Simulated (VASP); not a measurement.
# Li2S (Fm-3m) in VASP: notebook

The runs below take Li2S through single point, with PBEsol.

Program: VASP 6.6.1. These are calculated values, not measurements. Logs are shortened: lines on timing, memory, paths and dates and some standing lists are left out, and cuts for length are marked.

## (1) The cell of the first run

Symmetry: Fm-3m, No. 225, cubic system. The conventional cell has a = 5.239 Å, b = 5.239 Å, c = 5.239 Å, α = 90.00°, β = 90.00°, γ = 90.00°. Li (site symmetry -43m) has 4 S at 2.27 Å and 6 Li at 2.62 Å within 3.0 Å. Within 3.0 Å of S (site symmetry m-3m) lie 8 Li at 2.27 Å.

## (2) Single point, PBEsol

INCAR reads:

```
ALGO     = Normal         # electronic algorithm
EDIFF    = 1E-6           # SCF threshold, eV
ENCUT    = 750            # plane-wave cutoff, eV
GGA      = PS             # functional
GGA_COMPAT= False        
ISIF     = 2              # what is computed and relaxed
ISMEAR   = 0              # smearing method
LASPH    = True           # aspherical terms in the spheres
LCHARG   = False          # write CHGCAR
LREAL    = False          # projectors in reciprocal space
LWAVE    = False          # write WAVECAR
NBANDS   = 13             # bands
NELM     = 120            # most SCF steps
PREC     = Accurate       # precision mode
SIGMA    = 0.01           # smearing width, eV
```

KPOINTS reads:

```
k-points
0
Gamma
  8 8 8
```

POSCAR reads:

```
Li2S
1.0
    2.6196713964      2.6196713964      0.0000000000
   -2.6196713964      2.6196713964      0.0000000000
    0.0000000000      2.6196713964      2.6196713964
Li S
2 1
Direct
    0.2500000000      0.7500000000      0.5000000000
    0.7500000000      0.2500000000      0.5000000000
    0.0000000000      0.0000000000      0.0000000000
```

Potentials or basis: VASP PAW PBE potentials, release 64 (Li_sv, S).

Launch:

```console
$ cat potpaw_PBE.64/Li_sv/POTCAR potpaw_PBE.64/S/POTCAR > POTCAR
$ mpirun -np 1 vasp_std > vasp.out
```

OUTCAR:

```text
EDIFF = 1E-6
   ENCUT = 750
   GGA = PS
   ISIF = 2
   ISMEAR = 0
   LASPH = True
   LREAL = False
   NELM = 120
   PREC = Accurate

 ion  position               nearest neighbor table
   1  0.250  0.750  0.500-   3 2.27   3 2.27   3 2.27   3 2.27
   2  0.750  0.250  0.500-   3 2.27   3 2.27   3 2.27   3 2.27
   3  0.000  0.000  0.000-   1 2.27   2 2.27   1 2.27   2 2.27   2 2.27   1 2.27   2 2.27   1 2.27

  LATTYP: Found a face centered cubic cell.
 ALAT       =     5.2393427928

  Lattice vectors:

 A1 = (   0.0000000000,   2.6196713964,   2.6196713964)
 A2 = (   2.6196713964,   0.0000000000,   2.6196713964)
 A3 = (   2.6196713964,   2.6196713964,   0.0000000000)

Analysis of symmetry for initial positions (statically):
=====================================================================
 Subroutine PRICEL returns:
 Original cell was already a primitive cell.

 Routine SETGRP: Setting up the symmetry group for a
 face centered cubic supercell.

 Subroutine GETGRP returns: Found 48 space group operations
 (whereof 48 operations were pure point group operations)
 out of a pool of 48 trial point group operations.

The static configuration has the point symmetry O_h .

Analysis of symmetry for dynamics (positions and initial velocities):
=====================================================================
 Subroutine PRICEL returns:
 Original cell was already a primitive cell.

 Routine SETGRP: Setting up the symmetry group for a
 face centered cubic supercell.

 Subroutine GETGRP returns: Found 48 space group operations
 (whereof 48 operations were pure point group operations)
 out of a pool of 48 trial point group operations.

The dynamic configuration has the point symmetry O_h .

 Subroutine INISYM returns: Found 48 space group operations
 (whereof 48 operations are pure point group operations),
 and found     1 'primitive' translations

----------------------------------------------------------------------------------------

                                     Primitive cell

  volume of cell :      35.9559

  direct lattice vectors                    reciprocal lattice vectors
     2.619671396  2.619671396  0.000000000     0.190863633  0.190863633 -0.190863633
    -2.619671396  2.619671396  0.000000000    -0.190863633  0.190863633 -0.190863633
     0.000000000  2.619671396  2.619671396     0.000000000  0.000000000  0.381727266

[... 95 lines left out ...]
   PSTRESS=    0.0 pullay stress
   NELECT =      12.0000    total number of electrons
   NUPDOWN=      -1.0000    fix difference up-down
   EMIN   =  10.00;   EMAX   =-10.00  energy-range for DOS
   EFERMI =   0.00;   METHOD = LEGACY
   ISMEAR =     0;   SIGMA  =   0.01  broadening in eV -4-tet -1-fermi 0-gaus
   EFERMI_NEDOS =   21; number of points for ismear=-14 and -15
   IALGO  =     38    algorithm
   IMIX   =      4    mixing-type and parameters
     AMIX     =   0.40;   BMIX     =  1.00
     AMIX_MAG =   1.60;   BMIX_MAG =  1.00
  volume/ion in A,a.u.               =      11.99        80.88
  Fermi-wavevector in a.u.,A,eV,Ry     =   1.135564  2.145906 17.544801  1.289506
  Thomas-Fermi vector in A             =   2.272269
   LORBIT       =      0    0 simple, 1 ext, 2 COOP (PROOUT), +10 PAW based schemes
   GGA     = PS    functional components
   LHFCALC =     F    Hartree Fock is set to
   AEXX    =    0.0000 exact exchange contribution
   IVDW    =     0    specifies the selected vdW correction
   LEPSILON=     F    determine dielectric tensor
   LRPA    =     F    only Hartree local field effects (RPA)
 non-spin polarized calculation
 Gauss-broadening in eV      SIGMA  =   0.01
  energy-cutoff  :      750.00
  volume of cell :       35.96
 maximum number of plane-waves:      1700
 NGX is ok and might be reduce to    36
   NGX = 17   NGY = 17   NGZ = 17

 number of electron      11.9999997 magnetization

 Free energy of the ion-electron system (eV)
  ---------------------------------------------------
  ext. energy  EPLUGINS =         0.00000000
  ---------------------------------------------------
  free energy    TOTEN  =       -12.00708407 eV

  energy without entropy =      -12.00708407  energy(sigma->0) =      -12.00708407

 E-fermi :   3.2799     XC(G=0):  -9.6340

 val. band max:        3.2155739763   @ k =   0.0000   0.0000   0.0000
 cond. band min:       6.1501285364   @ k =   0.5000   0.5000   0.0000
 fundamental gap:      2.9345545601
 Fermi energy:         3.2798778501

 k-point     1 :       0.0000    0.0000    0.0000
  band No.  band energies     occupation
      1     -39.9855      2.00000
      2     -39.8669      2.00000
      3      -8.5832      2.00000
      4       3.2156      2.00000
      5       3.2156      2.00000
      6       3.2156      2.00000
      7       8.7317      0.00000
      8       9.3537      0.00000
      9       9.3537      0.00000
     10       9.3537      0.00000
     11      14.9806      0.00000
     12      14.9806      0.00000
     13      16.7133      0.00000
[... 354 lines left out ...]
  band No.  band energies     occupation
      1     -39.9223      2.00000
      2     -39.9221      2.00000
      3      -7.8217      2.00000
      4      -0.2873      2.00000
      5       1.5255      2.00000
      6       1.8952      2.00000
      7       9.1748      0.00000
      8      10.4644      0.00000
      9      12.5128      0.00000
     10      13.1724      0.00000
     11      14.5920      0.00000
     12      16.3297      0.00000
     13      18.0786      0.00000

 [... further k-points ...]

------------------------ aborting loop because EDIFF is reached ----------------------------------------

  FORCE on cell =-STRESS in cart. coord.  units (eV):
  Direction    XX          YY          ZZ          XY          YZ          ZX
  --------------------------------------------------------------------------------------
  -------------------------------------------------------------------------------------
  Total        3.4032390      3.4032390      3.4032390      0.0000000      0.0000000     -0.0000000
  in kB      151.6465658    151.6465658    151.6465658      0.0000000      0.0000000     -0.0000000
  external PRESSURE =     151.6465658 kB  Pullay stress =       0.0000000 kB

 VOLUME and BASIS-vectors are now :
 -----------------------------------------------------------------------------
  energy-cutoff  :      750.00
  volume of cell :       35.96
      direct lattice vectors                 reciprocal lattice vectors
     2.619671396  2.619671396  0.000000000     0.190863633  0.190863633 -0.190863633
    -2.619671396  2.619671396  0.000000000    -0.190863633  0.190863633 -0.190863633
     0.000000000  2.619671396  2.619671396     0.000000000  0.000000000  0.381727266

 POSITION                                       TOTAL-FORCE (eV/Angst)
 -----------------------------------------------------------------------------------
     -1.30984      3.92951      1.30984         0.000000     -0.000000      0.000000
      1.30984      3.92951      1.30984        -0.000000      0.000000     -0.000000
      0.00000      0.00000      0.00000         0.000000     -0.000000      0.000000
 -----------------------------------------------------------------------------------
    total drift:                                0.000000      0.000000      0.000000

  FREE ENERGIE OF THE ION-ELECTRON SYSTEM (eV)
  ---------------------------------------------------
  free  energy   TOTEN  =       -12.0070840706 eV

  energy  without entropy=      -12.0070840706  energy(sigma->0) =      -12.00708407
```

OSZICAR:

```text
N       E                     dE             d eps       ncg     rms          rms(c)
DAV:   1     0.586106612232E+02    0.58611E+02   -0.67067E+03   754   0.120E+03
DAV:   2    -0.489183574659E+01   -0.63502E+02   -0.60249E+02   905   0.242E+02
DAV:   3    -0.121400985791E+02   -0.72483E+01   -0.71903E+01  1417   0.552E+01
DAV:   4    -0.122917972624E+02   -0.15170E+00   -0.15164E+00   995   0.103E+01
DAV:   5    -0.122943757499E+02   -0.25785E-02   -0.25784E-02  1183   0.109E+00    0.424E+00
DAV:   6    -0.120296242624E+02    0.26475E+00   -0.36133E-01   910   0.263E+00    0.322E+00
DAV:   7    -0.120032723388E+02    0.26352E-01   -0.13172E-01  1072   0.175E+00    0.179E+00
DAV:   8    -0.120073075493E+02   -0.40352E-02   -0.21004E-02   973   0.931E-01    0.605E-01
DAV:   9    -0.120070579730E+02    0.24958E-03   -0.45929E-04  1061   0.133E-01    0.373E-01
DAV:  10    -0.120070848757E+02   -0.26903E-04   -0.31686E-04   899   0.119E-01    0.157E-01
DAV:  11    -0.120070840810E+02    0.79476E-06   -0.27584E-05  1059   0.431E-02    0.626E-02
DAV:  12    -0.120070840706E+02    0.10365E-07   -0.26924E-06  1004   0.123E-02
   1 F= -.12007084E+02 E0= -.12007084E+02  d E =-.364089E-22
```

stdout:

```text
POSCAR found type information on POSCAR LiS
 POSCAR found :  2 types and       3 ions
 scaLAPACK will be used
 -----------------------------------------------------------------------------
|                                                                             |
|                                                                             |
|     You enforced a specific xc type in the INCAR file but a different       |
|     I HOPE YOU KNOW WHAT YOU ARE DOING!                                     |
|                                                                             |
 -----------------------------------------------------------------------------

 LDA part: xc-table for (Slater+PW92), standard interpolation
 POSCAR, INCAR and KPOINTS ok, starting setup
 FFT: planning ... GRIDC
 FFT: planning ... GRID_SOFT
 FFT: planning ... GRID
 WAVECAR not read
 entering main loop
```

It took 38 s on 1 thread of Intel Xeon 8259CL, shared host; peak memory 0.2 GiB.

What came out:

```
Free energy            : -12.0071 eV
Pressure               : 15.2 GPa
Band gap on the k mesh : 2.93 eV, indirect (least direct gap 4.98 eV)
```

Levels at points of the mesh, in eV from the valence-band top:
| k point | band 2 | band 3 | band 4 | band 5 | band 6 | band 7 | band 8 | band 9 | band 10 | band 11 |
| --- | --- | --- | --- | --- | --- | --- | --- | --- | --- | --- |
| (0.00, 0.00, 0.00) | -43.08 | -11.80 | 0.00 | 0.00 | 0.00 | 5.52 | 6.14 | 6.14 | 6.14 | 11.77 |
| (0.50, 0.00, 0.00) | -43.14 | -11.14 | -3.87 | -0.73 | -0.73 | 6.48 | 6.48 | 7.26 | 9.49 | 14.00 |
| (0.50, 0.50, 0.00) | -43.12 | -10.96 | -2.77 | -2.04 | -2.04 | 2.93 | 7.69 | 12.90 | 12.90 | 13.54 |

Caveat: the PAW data sets were made with another functional, which shifts forces and pressure a little. A k mesh can miss the band edges.

## (3) Single point, PBEsol

This run uses another cell than the first one, of 12.70 Å³/atom, 1.060 times its volume.

INCAR reads:

```
PREC = Accurate ; ENCUT = 750
EDIFF = 1E-6 ; ISMEAR = 0
SIGMA = 0.01 ; LREAL = False
LASPH = True ; NELM = 120
ALGO = Normal ; ISIF = 2
LWAVE = False ; LCHARG = True
GGA = PS ; LELF = True
LVHAR = True ; NBANDS = 13
GGA_COMPAT = False
```

KPOINTS reads:

```
Automatic mesh
0
Gamma
  8 8 8
```

POSCAR reads:

```
Li2S
1.0
    2.6710725593      2.6710725593      0.0000000000
   -2.6710725593      2.6710725593      0.0000000000
    0.0000000000      2.6710725593      2.6710725593
Li S
2 1
Direct
    0.2500000000      0.7500000000      0.5000000000
    0.7500000000      0.2500000000      0.5000000000
    0.0000000000      0.0000000000      0.0000000000
```

Potentials or basis: VASP PAW PBE potentials, release 64 (Li_sv, S).

Launch:

```console
$ cat potpaw_PBE.64/Li_sv/POTCAR potpaw_PBE.64/S/POTCAR > POTCAR
$ mpirun -np 1 vasp_std > vasp.out
```

Run time: 28 s. Hardware: 1 thread of Intel Xeon 8259CL, shared host; peak memory 0.2 GiB.

Results (log left out):

```
Free energy            : -12.1777 eV
Pressure               : 10.1 GPa
Band gap on the k mesh : 3.02 eV, indirect (least direct gap 4.91 eV)
```

Levels at points of the mesh, in eV from the valence-band top:
```tsv
k point	band 2	band 3	band 4	band 5	band 6	band 7	band 8	band 9	band 10	band 11
(0.00, 0.00, 0.00)	-43.14	-11.60	0.00	0.00	0.00	5.16	6.16	6.16	6.16	11.63
(0.50, 0.00, 0.00)	-43.18	-10.99	-3.63	-0.68	-0.68	6.50	6.50	6.95	9.19	13.77
(0.50, 0.50, 0.00)	-43.17	-10.83	-2.63	-1.88	-1.88	3.02	7.54	12.43	12.43	13.29
```

Caveat: the PAW data sets were made with another functional, which shifts forces and pressure a little.
